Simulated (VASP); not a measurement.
A run of VASP 6.6.1:

Contents of INCAR:

```
  PREC = Accurate
  ENCUT = 520
  EDIFF = 1E-7
  ISMEAR = 0
  SIGMA = 0.05
  LREAL = F
  LASPH = T
  NELM = 60
  ALGO = Normal
  ISIF = 2
  LWAVE = F
  LCHARG = F
  GGA = PS
  NBANDS = 22
```

File KPOINTS:

```
regular mesh
0
Gamma
  4 4 2
```

The input POSCAR:

```
F
1.0
    3.0414923524     -1.7480498951     -0.2345861287
    3.0414923524      1.7480498951     -0.2345861287
   -2.2869699080      0.0000000000      7.0004610119
F
4
Direct
    0.0848459664      0.0848459664      0.1099880702
    0.9151540336      0.9151540336      0.8900119298
    0.5015719855      0.5015719855      0.5937195244
    0.4984280145      0.4984280145      0.4062804756
```

Potentials or basis: VASP PAW PBE potentials, release 64 (F).

Launch:

```sh
$ cat potpaw_PBE.64/F/POTCAR > POTCAR
$ mpirun -np 1 vasp_std > vasp.out
```

Hardware: 1 thread of Intel(R) Xeon(R) Platinum 8488C (Sapphire Rapids) (shared host).

**Question.** How long does it take, and how much memory?

**Answer.** Run time: 20 s on 1 thread of Intel(R) Xeon(R) Platinum 8488C (Sapphire Rapids), on a shared host, peak memory 0.19 GiB. Counts: scf iterations 15, k points 14.
